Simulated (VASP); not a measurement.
# Si (Cmme) in VASP: a series of runs, part 2 of 2

VASP 6.6.1. Earlier steps stand in the parts before.

## (3) Single point, LDA (atoms displaced along a vibrational mode)

File INCAR:

```
PREC = Accurate
ENCUT = 520
EDIFF = 1E-6
ISMEAR = 0
SIGMA = 0.15
LREAL = False
LASPH = True
NELM = 80
ALGO = Normal
ISIF = 2
LWAVE = False
LCHARG = False
NBANDS = 26
```

File KPOINTS:

```
Automatic mesh
0
Gamma
  10 10 8
```

File POSCAR:

```
Si
1.0
    4.5521371177     -2.4347064048      0.0000000000
    4.5521371177      2.4347064048      0.0000000000
    0.0000000000      0.0000000000      5.3276483681
Si
8
Direct
    0.5000000000      0.5000000000      0.7600927864
    0.5000000000      0.5000000000      0.2190801664
    1.0000000000      0.0000000000      0.2809198336
    0.0000000000      1.0000000000      0.7399072136
    0.7262158274      0.7262158274      0.5281550113
    0.2262158274      0.2262158274     -0.0281550113
    0.2737841726      0.2737841726      0.5281550113
    0.7737841726      0.7737841726     -0.0281550113
```

Potentials or basis: VASP PAW LDA potentials, release 64 (Si).

Run with:

```console
cat potpaw_LDA.64/Si/POTCAR > POTCAR
mpirun -np 1 vasp_std > vasp.out
```

OUTCAR:

```text
PREC = Accurate
   ENCUT = 520
   EDIFF = 1E-6
   ISMEAR = 0
   LREAL = False
   LASPH = True
   NELM = 80
   ISIF = 2

 ion  position               nearest neighbor table
   1  0.500  0.500  0.760-   5 2.40   7 2.40   4 2.44   4 2.44   2 2.45   6 2.74   8 2.74   2 2.88

   2  0.500  0.500  0.219-   1 2.45   3 2.46   3 2.46   5 2.64   7 2.64   6 2.82   8 2.82   1 2.88

   3  0.000  0.000  0.281-   4 2.45   2 2.46   2 2.46   6 2.64   8 2.64   7 2.82   5 2.82   4 2.88
[... 7 lines left out ...]
   7  0.274  0.274  0.528-   1 2.40   6 2.40   5 2.47   5 2.47   2 2.64   4 2.74   3 2.82   6 3.00

   8  0.774  0.774  0.972-   4 2.40   5 2.40   6 2.47   6 2.47   3 2.64   1 2.74   2 2.82   5 3.00

  LATTYP: Found a base centered orthorhombic cell.
 ALAT       =     4.8694128096
 B/A-ratio  =     1.8696862623
 C/A-ratio  =     1.0941048903

  Lattice vectors:

 A1 = (  -4.5521371177,  -2.4347064048,   0.0000000000)
 A2 = (   4.5521371177,  -2.4347064048,   0.0000000000)
 A3 = (   0.0000000000,   0.0000000000,   5.3276483681)

Analysis of symmetry for initial positions (statically):
=====================================================================
 Subroutine PRICEL returns:
 Original cell was already a primitive cell.

 Routine SETGRP: Setting up the symmetry group for a
 base centered orthorhombic supercell.

 Subroutine GETGRP returns: Found  8 space group operations
 (whereof  4 operations were pure point group operations)
 out of a pool of  8 trial point group operations.

The static configuration has the point symmetry C_2v.
 The point group associated with its full space group is D_2h.

Analysis of symmetry for dynamics (positions and initial velocities):
=====================================================================
 Subroutine PRICEL returns:
 Original cell was already a primitive cell.

 Routine SETGRP: Setting up the symmetry group for a
 base centered orthorhombic supercell.

 Subroutine GETGRP returns: Found  8 space group operations
 (whereof  4 operations were pure point group operations)
 out of a pool of  8 trial point group operations.

The dynamic configuration has the point symmetry C_2v.
 The point group associated with its full space group is D_2h.

 Subroutine INISYM returns: Found  8 space group operations
 (whereof  4 operations are pure point group operations),
 and found     1 'primitive' translations

----------------------------------------------------------------------------------------

                                     Primitive cell

  volume of cell :     118.0939

  direct lattice vectors                    reciprocal lattice vectors
     4.552137118 -2.434706405  0.000000000     0.109838519 -0.205363570  0.000000000
     4.552137118  2.434706405  0.000000000     0.109838519  0.205363570  0.000000000
     0.000000000  0.000000000  5.327648368     0.000000000  0.000000000  0.187700075

  length of vectors
     5.162339355  5.162339355  5.327648368     0.232892027  0.232892027  0.187700075

  position of ions in fractional coordinates (direct lattice)
     0.500000000  0.500000000  0.760092786
     0.500000000  0.500000000  0.219080166
     0.000000000  0.000000000  0.280919834
     0.000000000  0.000000000  0.739907214
     0.726215827  0.726215827  0.528155011
[... 48 lines left out ...]
  0.500000  0.000000  0.000000      2.000000
[... 16 lines left out ...]
  0.300000  0.300000  0.000000      2.000000
  0.400000  0.300000  0.000000      4.000000
 [... further k-points ...]
   k-points           NKPTS =    155   k-points in BZ     NKDIM =    155   number of bands    NBANDS=     26
   number of dos      NEDOS =    301   number of ions     NIONS =      8
   total plane-waves  NPLWV =  64000
   dimension x,y,z NGX =    40 NGY =   40 NGZ =   40
   dimension x,y,z NGXF=    80 NGYF=   80 NGZF=   80
   ions per type =               8
   NGX,Y,Z   is equivalent  to a cutoff of  12.88, 12.88, 12.48 a.u.
   NGXF,Y,Z  is equivalent  to a cutoff of  25.76, 25.76, 24.96 a.u.
 SYSTEM =  unknown system
   PREC   = accura    normal or accurate (medium, high low for compatibility)
   ISTART =      0    job   : 0-new  1-cont  2-samecut
   ICHARG =      2    charge: 1-file 2-atom 10-const
   ISPIN  =      1    spin polarized calculation?
   LNONCOLLINEAR =      F non collinear calculations
   LSORBIT =      F    spin-orbit coupling
   LASPH  =      T    aspherical Exc in radial PAW
   ENCUT  =  520.0 eV  38.22 Ry    6.18 a.u.   9.60  9.60  9.91*2*pi/ulx,y,z
   NELM   =     80;   NELMIN=  2; NELMDL= -5     # of ELM steps
   EDIFF  = 0.1E-05   stopping-criterion for ELM
   LREAL  =      F    real-space projection
   EDIFFG = 0.1E-04   stopping-criterion for IOM
   NSW    =      0    number of steps for IOM
   IBRION =     -1    ionic relax: 0-MD 1-quasi-New 2-CG
   NFREE  =      0    steps in history (QN), initial steepest desc. (CG)
   ISIF   =      2    stress and relaxation
   ISYM   =      2    0-nonsym 1-usesym 2-fastsym
   POTIM  = 0.5000    time-step for ionic-motion
   TEBEG  =    0.0;   TEEND  =   0.0 temperature during run
   PSTRESS=    0.0 pullay stress
   NELECT =      32.0000    total number of electrons
   NUPDOWN=      -1.0000    fix difference up-down
   EMIN   =  10.00;   EMAX   =-10.00  energy-range for DOS
   EFERMI =   0.00;   METHOD = LEGACY
   ISMEAR =     0;   SIGMA  =   0.15  broadening in eV -4-tet -1-fermi 0-gaus
   EFERMI_NEDOS =   21; number of points for ismear=-14 and -15
   IALGO  =     38    algorithm
   IMIX   =      4    mixing-type and parameters
     AMIX     =   0.40;   BMIX     =  1.00
     AMIX_MAG =   1.60;   BMIX_MAG =  1.00
  volume/ion in A,a.u.               =      14.76        99.62
  Fermi-wavevector in a.u.,A,eV,Ry     =   1.059373  2.001925 15.269433  1.122272
  Thomas-Fermi vector in A             =   2.194716
   LORBIT       =      0    0 simple, 1 ext, 2 COOP (PROOUT), +10 PAW based schemes
   GGA     = CA    functional components
   LHFCALC =     F    Hartree Fock is set to
   AEXX    =    0.0000 exact exchange contribution
   IVDW    =     0    specifies the selected vdW correction
   LEPSILON=     F    determine dielectric tensor
   LRPA    =     F    only Hartree local field effects (RPA)
 non-spin polarized calculation
 Gauss-broadening in eV      SIGMA  =   0.15
  energy-cutoff  :      520.00
  volume of cell :      118.09
 maximum number of plane-waves:      3202
 NGX is ok and might be reduce to    40
   NGX = 19   NGY = 19   NGZ = 19

 number of electron      31.9999998 magnetization

 Free energy of the ion-electron system (eV)
  ---------------------------------------------------
  ext. energy  EPLUGINS =         0.00000000
  ---------------------------------------------------
  free energy    TOTEN  =       -45.63420307 eV

  energy without entropy =      -45.60697534  energy(sigma->0) =      -45.62058921

 E-fermi :   9.5113     XC(G=0): -11.1023

 val. band max:        9.4950858151   @ k =   0.5000   0.3000   0.5000
 cond. band min:       9.5149162122   @ k =   0.3000   0.1000   0.0000
 fundamental gap:      0.0198303971
 Fermi energy:         9.5112903549

 k-point     1 :       0.0000    0.0000    0.0000
  band No.  band energies     occupation
      1      -4.5908      2.00000
      2       0.4027      2.00000
      3       0.5479      2.00000
      4       1.9968      2.00000
      5       2.1684      2.00000
      6       2.1910      2.00000
[... 685 lines left out ...]
     25      14.0187      0.00000
     26      14.1381      0.00000

 [... further k-points ...]

------------------------ aborting loop because EDIFF is reached ----------------------------------------

  FORCE on cell =-STRESS in cart. coord.  units (eV):
  Direction    XX          YY          ZZ          XY          YZ          ZX
  --------------------------------------------------------------------------------------
  -------------------------------------------------------------------------------------
  Total        2.0048460      0.3275965      2.5131488      0.0000000      0.0000000      0.0000000
  in kB       27.1997005      4.4444946     34.0958335      0.0000000      0.0000000      0.0000000
  external PRESSURE =      21.9133429 kB  Pullay stress =       0.0000000 kB

 VOLUME and BASIS-vectors are now :
 -----------------------------------------------------------------------------
  energy-cutoff  :      520.00
  volume of cell :      118.09
      direct lattice vectors                 reciprocal lattice vectors
     4.552137118 -2.434706405  0.000000000     0.109838519 -0.205363570  0.000000000
     4.552137118  2.434706405  0.000000000     0.109838519  0.205363570  0.000000000
     0.000000000  0.000000000  5.327648368     0.000000000  0.000000000  0.187700075

 POSITION                                       TOTAL-FORCE (eV/Angst)
 -----------------------------------------------------------------------------------
      4.55214      0.00000      4.04951         0.000000      0.000000      0.387026
      4.55214      0.00000      1.16718         0.000000      0.000000      0.199523
      0.00000      0.00000      1.49664         0.000000      0.000000     -0.199523
      0.00000      0.00000      3.94197         0.000000      0.000000     -0.387026
      6.61167      0.00000      2.81382         0.091038      0.000000     -1.162368
      2.05953      0.00000      5.17765         0.091038      0.000000      1.162368
      2.49261      0.00000      2.81382        -0.091038      0.000000     -1.162368
      7.04474      0.00000      5.17765        -0.091038      0.000000      1.162368
 -----------------------------------------------------------------------------------
    total drift:                                0.000000     -0.000000      0.000000

  FREE ENERGIE OF THE ION-ELECTRON SYSTEM (eV)
  ---------------------------------------------------
  free  energy   TOTEN  =       -45.6342030740 eV

  energy  without entropy=      -45.6069753392  energy(sigma->0) =      -45.62058921
```

Run time: 3.7 min. Hardware: 1 thread of AMD EPYC 9R45 (Zen 5), shared host; peak memory 0.38 GiB.

Results:

```
Free energy            : -45.6342 eV
Pressure               : 2.2 GPa
Largest force          : 1.166 eV/Å
Band gap on the k mesh : zero (bands 16 and 17 overlap by 3.06 eV)
```

Forces on the atoms (eV/Å):
```
Si   0.000  0.000  0.387
Si   0.000  0.000  0.200
Si   0.000  0.000 -0.200
Si   0.000  0.000 -0.387
Si   0.091  0.000 -1.162
Si   0.091  0.000  1.162
Si  -0.091  0.000 -1.162
Si  -0.091  0.000  1.162
```

Stress tensor (GPa, compression positive):
```
2.72 0.00 0.00
0.00 0.44 0.00
0.00 0.00 3.41
```

Levels at points of the mesh, in eV from the Fermi level:
| k point | band 12 | band 13 | band 14 | band 15 | band 16 | band 17 | band 18 | band 19 | band 20 | band 21 |
| --- | --- | --- | --- | --- | --- | --- | --- | --- | --- | --- |
| (0.00, 0.00, 0.00) | -2.42 | -2.36 | -2.24 | -1.99 | -1.96 | -1.89 | -1.76 | -1.66 | 1.28 | 1.76 |
| (0.50, 0.00, 0.00) | -3.61 | -2.23 | -2.23 | -0.53 | -0.53 | 2.09 | 2.09 | 2.54 | 2.54 | 2.98 |
| (0.50, 0.50, 0.00) | -2.77 | -2.54 | -1.94 | -1.61 | 0.39 | 1.07 | 1.34 | 1.96 | 2.56 | 3.05 |
| (0.00, 0.00, 0.50) | -4.69 | -4.24 | -3.56 | -3.01 | -2.44 | 2.46 | 2.87 | 3.15 | 3.52 | 3.72 |
| (0.50, 0.00, 0.50) | -1.52 | -1.25 | -1.25 | -0.19 | -0.19 | 0.38 | 0.38 | 0.84 | 0.84 | 2.64 |
| (0.50, 0.50, 0.50) | -1.47 | -1.33 | -1.26 | -0.98 | -0.85 | -0.61 | 0.10 | 1.50 | 1.78 | 2.05 |

Caveat: the cell differs from its parent crystal (atoms displaced along a vibrational mode); forces of over 1 eV/Å act on the atoms, so gaps and moduli don't describe the material at rest.

## (4) Single point, LDA (atoms displaced along a vibrational mode)

File INCAR:

```
  PREC = Accurate
  ENCUT = 520
  EDIFF = 1E-6
  ISMEAR = 0
  SIGMA = 0.15
  LREAL = False
  LASPH = True
  NELM = 60
  ALGO = Normal
  ISIF = 2
  LWAVE = False
  LCHARG = True
  LELF = True
  LVHAR = True
  NBANDS = 26
```

KPOINTS is that of step 3.

File POSCAR:

```
Si
1.0
    4.5521371177     -2.4347064048      0.0000000000
    4.5521371177      2.4347064048      0.0000000000
    0.0000000000      0.0000000000      5.3276483681
Si
8
Direct
    0.5000000000      0.5000000000      0.7774486591
    0.5000000000      0.5000000000      0.2364360391
    1.0000000000      0.0000000000      0.2635639609
    0.0000000000      1.0000000000      0.7225513409
    0.7262158274      0.7262158274      0.4812299925
    0.2262158274      0.2262158274      0.0187700075
    0.2737841726      0.2737841726      0.4812299925
    0.7737841726      0.7737841726      0.0187700075
```

Run with:

```console
cat potpaw_LDA.64/Si/POTCAR > POTCAR
mpirun -np 1 vasp_std > vasp.out
```

It took 4 min on 1 thread of AMD EPYC 9R45 (Zen 5), shared host; peak memory 0.38 GiB.

Results (log left out):

- Free energy: -45.8306 eV
- Pressure: 0.9 GPa
- Largest force: 0.653 eV/Å
- Band gap on the k mesh: zero (bands 16 and 17 overlap by 3.16 eV)

Forces on the atoms (eV/Å):
```
Si   0.000  0.000 -0.148
Si   0.000  0.000 -0.253
Si   0.000  0.000  0.253
Si   0.000  0.000  0.148
Si   0.051  0.000  0.651
Si   0.051  0.000 -0.651
Si  -0.051  0.000  0.651
Si  -0.051  0.000 -0.651
```

Stress tensor (GPa, compression positive):
```
1.21 0.00 0.00
0.00 0.39 0.00
0.00 0.00 1.21
```

Levels at points of the mesh, in eV from the Fermi level:
```tsv
k point	band 13	band 14	band 15	band 16	band 17	band 18	band 19	band 20
(0.00, 0.00, 0.00)	-2.45	-2.25	-2.02	-2.00	-1.93	-1.79	-1.69	1.27
(0.50, 0.00, 0.00)	-2.18	-2.18	-0.47	-0.47	2.15	2.15	2.46	2.46
(0.50, 0.50, 0.00)	-2.59	-1.95	-1.64	0.45	1.12	1.39	1.89	2.53
(0.00, 0.00, 0.50)	-4.31	-3.78	-2.96	-2.56	2.55	3.03	3.04	3.56
(0.50, 0.00, 0.50)	-1.21	-1.21	-0.07	-0.07	0.31	0.31	0.63	0.63
(0.50, 0.50, 0.50)	-1.38	-1.07	-1.02	-1.01	-0.80	-0.10	1.73	1.92
```

Caveat: the cell differs from its parent crystal (atoms displaced along a vibrational mode).

## (5) Summary

```tsv
cell	gap on the mesh (eV)	pressure (GPa)	largest force (eV/Å)
as given, atomic positions A	none	4.1	1.92
as given, atomic positions B	none	2.2	1.17
as given, atomic positions C	none	0.9	0.65
```

Alike in all rows: task single point; level LDA; potentials or basis VASP PAW LDA potentials, release 64 (Si); no spin polarisation; k mesh 10 × 10 × 8; cutoff (eV) 520; smearing gaussian 0.15 eV.

Caveats: forces of over 1 eV/Å act on the atoms, so gaps and moduli don't describe the material at rest (at least some runs); the cell stands under pressure (at least some runs).

Total energies depend on the potentials used, so only differences within one code and one set of settings carry meaning.
